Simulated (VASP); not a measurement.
Here is a VASP 6.6.1 calculation.

The input INCAR:

```
PREC = Accurate
ENCUT = 520
EDIFF = 1E-7
ISMEAR = -1
SIGMA = 0.1
LREAL = False
LASPH = True
NELM = 80
ALGO = Normal
ISIF = 2
LWAVE = False
LCHARG = False
NBANDS = 21
```

The input KPOINTS:

```
Automatic mesh
0
Gamma
  13 13 13
```

Contents of POSCAR:

```
Ru
1.0
    0.0000000000      2.5857202924      2.5857202924
    2.5857202924      0.0000000000      2.5857202924
    2.5857202924      2.5857202924      0.0000000000
Ru
2
Direct
   -0.1250000000     -0.1250000000     -0.1250000000
    0.1250000000      0.1250000000      0.1250000000
```

Potentials or basis: VASP PAW LDA potentials, release 64 (Ru_pv).

Run with:

```sh
$ cat potpaw_LDA.64/Ru_pv/POTCAR > POTCAR
$ mpirun -np 1 vasp_std > vasp.out
```

Problem. What does it give for the pressure?

Solution. 27.5 GPa.

Problem. What does it give for the band gap on the k mesh?

Solution. Zero (band 14 reaches 9.52 eV, above the bottom of band 15 at 8.39 eV).
